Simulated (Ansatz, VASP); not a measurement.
# Two plane-wave programs on Si

```xyz
4
Lattice="-4.0231 4.0231 1.9304 4.0231 -4.0231 1.9304 3.6718 3.6718 -1.9304" Properties=species:S:1:pos:R:3 pbc="T T T"
Si    1.3116    1.3116    0.0000
Si    2.3601    2.3601    1.9304
Si    2.5859   -2.5859    1.9304
Si   -2.5859    2.5859    1.9304
```

Change from the starting cell: engineering shear strain xy -0.1050, equal normal strain along x and y +0.1500.

Alike in both runs: task single point; functional PBE; k mesh 10 × 10 × 10; occupations gaussian, width 0.05 eV; no spin polarisation.

```csv
,VASP,Ansatz
version,VASP 6.6.1,Ansatz 0.2.0
potentials or method,"VASP PAW PBE potentials, release 64 (Si), cutoff 520 eV","scalar-relativistic, plane waves, PAW"
valence electrons in the cell,16,16
```

VASP gave:

| Item | Value |
| --- | --- |
| gap on the k mesh at the Fermi level (eV) | none |
| pressure (GPa) | -10.9 |
| traceless stress, the component that is largest in VASP (GPa) | 7.65 |
| rms of the force components (eV/Å) | 0.214 |

Task: Which values does Ansatz return?

Result: gap on the k mesh at the Fermi level (eV): none; pressure (GPa): -10.9; traceless stress, the component that is largest in VASP (GPa): 7.64; rms of the force components (eV/Å): 0.215.

Atom by atom the forces differ by 0.001 eV/Å (rms over components). A gap of «none» marks a metal or a gap that the smearing closes.
